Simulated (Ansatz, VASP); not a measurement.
**Al2Pd: VASP beside Ansatz**

INCAR

```
ALGO = Normal
EDIFF = 1E-7
ENCUT = 520
ISIF = 2
ISMEAR = 1
LASPH = T
LCHARG = F
LREAL = F
LWAVE = F
NBANDS = 15
NELM = 60
PREC = Accurate
SIGMA = 0.1
```

Contents of KPOINTS:

```
k-points
0
Gamma
  9 9 9
```

File POSCAR:

```
Al2Pd
1.0
    0.0000000000      2.9495360000      2.9495360000
    2.9495360000      0.0000000000      2.9495360000
    2.9495360000      2.9495360000      0.0000000000
Al Pd
2 1
Direct
    0.2500000000      0.2500000000      0.2500000000
    0.7500000000      0.7500000000      0.7500000000
    0.0000000000      0.0000000000      0.0000000000
```

Input for Ansatz:

```yaml
crystal:
  lattice:
    - [0.0, 2.949536, 2.949536]
    - [2.949536, 0.0, 2.949536]
    - [2.949536, 2.949536, 0.0]
  atoms:
    - { symbol: Al, position: [0.25, 0.25, 0.25] }
    - { symbol: Al, position: [0.75, 0.75, 0.75] }
    - { symbol: Pd, position: [0.0, 0.0, 0.0] }
kpoints:
  mp_grid:
    grid: [9, 9, 9]
hamiltonian:
  xc: lda
  pseudopotentials:
    kind: paw
scf:
  convergence:
    dr2_threshold: 1.0e-10
  occupations:
    method: methfessel_paxton
    width: 0.1
output:
  forces: true
  stress: true
  eigenvalues: true
```

Alike in both runs: task single point; functional LDA; k mesh 9 × 9 × 9; occupations methfessel-paxton of order 1, width 0.1 eV; no spin polarisation.

|  | VASP | Ansatz |
| --- | --- | --- |
| version | VASP 6.6.1 | Ansatz 0.2.0 |
| potentials or method | VASP PAW LDA potentials, release 64 (Al, Pd) | plane waves, PAW |
| plane-wave cutoff (eV) | 520 | 420 |
| valence electrons in the cell | 16 | 24 |

Ansatz gave:

* gap on the k mesh at the Fermi level (eV): none
* pressure (GPa): -3.7

**Question.** What did VASP give for the same quantities?

**Answer.** gap on the k mesh at the Fermi level (eV): none; pressure (GPa): -3.4.

LDA's correlation is that of Perdew and Zunger in VASP and of Perdew and Wang (1992) in Ansatz. A gap of «none» marks a metal or a gap that the smearing closes. VASP's potentials hold 16 valence electrons a cell and Ansatz's 24, so a difference there can come from the potentials and not from the codes.
